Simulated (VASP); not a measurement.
Set up this calculation in VASP 6.6.1, as the native input.

```yaml
Task: single point
Functional: r2SCAN
Potentials_or_basis: VASP PAW PBE potentials, release 64 (Ir)
Cutoff: 520 eV
k_mesh: 6 × 6 × 4
Occupations: gaussian, width 0.1 eV
Spin: no spin polarisation
Dipole_correction: no
Further_INCAR_settings: ALGO = Normal; EDIFF = 1e-06; NBANDS = 26
```

The system is Ir.

```
Ir
1.0
     3.44128    0.00000    0.00000
    -1.72064    2.98024    0.00000
     0.00000    0.00000    5.67812
Ir
4
Direct
  0.33333 0.66667 0.43750
  0.66667 0.33333 0.93750
  0.66667 0.33333 0.56250
  0.33333 0.66667 0.06250
```

These files were run (other wordings do the same):

POSCAR

```
Ir
1.0
    3.4412818680      0.0000000000      0.0000000000
   -1.7206409340      2.9802375193      0.0000000000
    0.0000000000      0.0000000000      5.6781150822
Ir
4
Direct
    0.3333333333      0.6666666667      0.4375000000
    0.6666666667      0.3333333333      0.9375000000
    0.6666666667      0.3333333333      0.5625000000
    0.3333333333      0.6666666667      0.0625000000
```

INCAR.step1

```
SYSTEM = Ir
PREC     = Accurate       ! precision mode
ENCUT    = 520            ! plane-wave cutoff, eV
ISMEAR   = 0              ! smearing method
SIGMA    = 0.1            ! smearing width, eV
LREAL    = .FALSE.        ! projectors in reciprocal space
LASPH    = .TRUE.         ! aspherical terms in the spheres
NELM     = 100            ! most SCF steps
NBANDS   = 26             ! bands
GGA      = PE             ! functional
ALGO     = Normal         ! electronic algorithm
EDIFF    = 1E-4           ! SCF threshold, eV
LWAVE    = .TRUE.         ! write WAVECAR
LCHARG   = .FALSE.        ! write CHGCAR
```

INCAR.step2

```
SYSTEM = Ir
PREC     = Accurate       ! precision mode
ENCUT    = 520            ! plane-wave cutoff, eV
EDIFF    = 1E-6           ! SCF threshold, eV
ISMEAR   = 0              ! smearing method
SIGMA    = 0.1            ! smearing width, eV
LREAL    = .FALSE.        ! projectors in reciprocal space
LASPH    = .TRUE.         ! aspherical terms in the spheres
NELM     = 100            ! most SCF steps
ALGO     = Normal         ! electronic algorithm
ISIF     = 2              ! what is computed and relaxed
LWAVE    = .FALSE.        ! write WAVECAR
LCHARG   = .FALSE.        ! write CHGCAR
METAGGA  = R2SCAN         ! meta-GGA
LMIXTAU  = .TRUE.       
NBANDS   = 26             ! bands
ISTART   = 1
```

KPOINTS

```
regular mesh
0
G
  6 6 4
  0 0 0
```

Potentials or basis: VASP PAW PBE potentials, release 64 (Ir).

The run is started by

```console
$ cat potpaw_PBE.64/Ir/POTCAR > POTCAR
$ cp INCAR.step1 INCAR
$ mpirun -np 1 vasp_std > vasp.out
$ cp INCAR.step2 INCAR
$ mpirun -np 1 vasp_std > vasp.out
```

It gave:

```yaml
Pressure: 170.4 GPa
Largest_force: 0.707 eV/Å
Band_gap_on_the_k_mesh: zero (band 18 reaches 11.27 eV, above the bottom of band 19 at 10.38 eV)
```

Caveat: the PAW data sets were made with another functional, which shifts forces and pressure a little; spin-orbit coupling is left out, which moves the levels of the heavy elements.

Run time: 2.2 min on 1 thread of Intel(R) Xeon(R) Platinum 8259CL CPU @ 2.50GHz (Skylake/Cascade Lake) (shared host), peak memory 0.19 GiB.
